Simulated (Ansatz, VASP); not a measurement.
**Zr in VASP and in Ansatz**

Contents of INCAR:

```
  PREC = Accurate
  ENCUT = 520
  EDIFF = 1E-6
  ISMEAR = -1
  SIGMA = 0.05
  LREAL = F
  LASPH = T
  NELM = 150
  ALGO = Normal
  ISIF = 2
  LWAVE = F
  LCHARG = F
  MAGMOM = 0 0 0 0 0 0
  LORBIT = 11
  LSORBIT = T
  GGA_COMPAT = F
  LORBMOM = T
  LMAXMIX = 4
  GGA = PS
  NBANDS = 36
```

File KPOINTS:

```
Automatic mesh
0
Gamma
  7 7 4
```

The input POSCAR:

```
Zr
1.0
    3.2320000000      0.0000000000      0.0000000000
   -1.6160000000      2.7989941050      0.0000000000
    0.0000000000      0.0000000000      5.1470000000
Zr
2
Direct
    0.6666666667      0.3333333333      0.7500000000
    0.3333333333      0.6666666667      0.2500000000
```

input.yaml

```yaml
crystal:
  lattice:
    - [3.232, 0.0, 0.0]
    - [-1.616, 2.798994105, 0.0]
    - [0.0, 0.0, 5.147]
  atoms:
    - { symbol: Zr, position: [0.6666666667, 0.3333333333, 0.75] }
    - { symbol: Zr, position: [0.3333333333, 0.6666666667, 0.25] }
kpoints:
  mp_grid: { grid: [7, 7, 4] }
  band_path:
    path:
      - [0.0, 0.0, 0.0]
      - [0.5, 0.0, 0.0]
      - [0.3333333333, 0.3333333333, 0.0]
      - [0.0, 0.0, 0.0]
      - [0.0, 0.0, 0.5]
      - [0.5, 0.0, 0.5]
      - [0.3333333333, 0.3333333333, 0.5]
      - [0.0, 0.0, 0.5]
    npoints: 6
scf:
  occupations: { method: fermi_dirac, width: 0.05 }
hamiltonian:
  xc: pbesol
  pseudopotentials: { kind: all_electron, lapw: { basis_error: 0.001 } }
magnetization:
  noncollinear: true
  spin_orbit: true
output:
  forces: true
  stress: true
  eigenvalues: true
```

Alike in both runs: functional PBEsol; k mesh 7 × 7 × 4; occupations fermi-dirac, width 0.05 eV; non-collinear spin, spin-orbit coupling.

```csv
,VASP,Ansatz
version,VASP 6.6.1,Ansatz 0.2.0
potentials or method,"VASP PAW PBE potentials, release 64 (Zr_sv), cutoff 520 eV","all-electron LAPW, relativistic spinors"
task,single point,band structure
```

```tsv
	VASP	Ansatz	Ansatz less VASP
pressure (GPa)	-3.2	-3.2	0.00
traceless stress, the component that is largest in VASP (GPa)	-0.08	-0.08	-0.004
net moment per atom (μB)	0.00	0.00	0.000
```

VASP's potentials were made for PBE, not for PBEsol. Ansatz ran all-electron here, and VASP with PAW potentials.

Noted on Ansatz's run: the k mesh is thin for a metal, which can move the energy by tens of meV per atom.
